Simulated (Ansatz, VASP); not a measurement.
# B: VASP beside Ansatz

The input INCAR:

```
SYSTEM = B
  PREC = Accurate
  ENCUT = 600
  EDIFF = 1E-6
  ISMEAR = 0
  SIGMA = 0.01
  LREAL = .False.
  LASPH = .True.
  NELM = 100
  ALGO = Normal
  ISIF = 3
  LWAVE = .False.
  LCHARG = .False.
  GGA = PE
  IBRION = 2
  NSW = 100
  EDIFFG = -0.01
```

Contents of KPOINTS:

```
regular mesh
0
Gamma
  8 8 12
  0 0 0
```

The input POSCAR:

```
B
1.0
    4.5376852352      0.0000000000      0.0000000000
    0.0000000000      4.5376852352      0.0000000000
    0.0000000000      0.0000000000      3.2090156828
B
8
Direct
    0.0748087547      0.2956321498      0.2576690549
    0.9251912453      0.7043678502      0.7576690549
    0.7043678502      0.0748087547      0.0076690549
    0.2956321498      0.9251912453      0.5076690549
    0.2956321498      0.0748087547      0.9923309451
    0.7043678502      0.9251912453      0.4923309451
    0.9251912453      0.2956321498      0.7423309451
    0.0748087547      0.7043678502      0.2423309451
```

Input for Ansatz:

```yaml
crystal:
  lattice:
    - [4.5376852352, 0.0, 0.0]
    - [0.0, 4.5376852352, 0.0]
    - [0.0, 0.0, 3.2090156828]
  atoms:
    - { symbol: B, position: [0.0748087547, 0.2956321498, 0.2576690549] }
    - { symbol: B, position: [0.9251912453, 0.7043678502, 0.7576690549] }
    - { symbol: B, position: [0.7043678502, 0.0748087547, 0.0076690549] }
    - { symbol: B, position: [0.2956321498, 0.9251912453, 0.5076690549] }
    - { symbol: B, position: [0.2956321498, 0.0748087547, 0.9923309451] }
    - { symbol: B, position: [0.7043678502, 0.9251912453, 0.4923309451] }
    - { symbol: B, position: [0.9251912453, 0.2956321498, 0.7423309451] }
    - { symbol: B, position: [0.0748087547, 0.7043678502, 0.2423309451] }
basis:
  ecutwfc: 420
kpoints:
  mp_grid: { grid: [8, 8, 12] }
hamiltonian:
  xc: pbe
scf:
  occupations: { method: gaussian, width: 0.01 }
output:
  forces: true
  stress: true
  eigenvalues: true
relax:
  adjacent_minimum: "off"
  f_tol: 0.01
  max_steps: 80
  cell: { stress_tol: 0.05 }
```

Alike in both runs: task relaxation of cell and atoms; functional PBE; k mesh 8 × 8 × 12; occupations gaussian, width 0.01 eV; no spin polarisation.

|  | VASP | Ansatz |
| --- | --- | --- |
| version | VASP 6.6.1 | Ansatz 0.2.0 |
| potentials or method | VASP PAW PBE potentials, release 64 (B), cutoff 600 eV | scalar-relativistic, plane waves, PAW |
| valence electrons in the cell | 24 | 24 |

```tsv
	VASP	Ansatz	Ansatz less VASP
gap on the k mesh at the Fermi level, each at its own relaxed structure (eV)	none	none	-
relaxed volume (Å³/atom)	8.19	8.19	0.000
relaxed length of the cell vector where the two differ most in proportion (Å)	3.237	3.237	-0.0006
```

A gap of «none» marks a metal or a gap that the smearing closes.
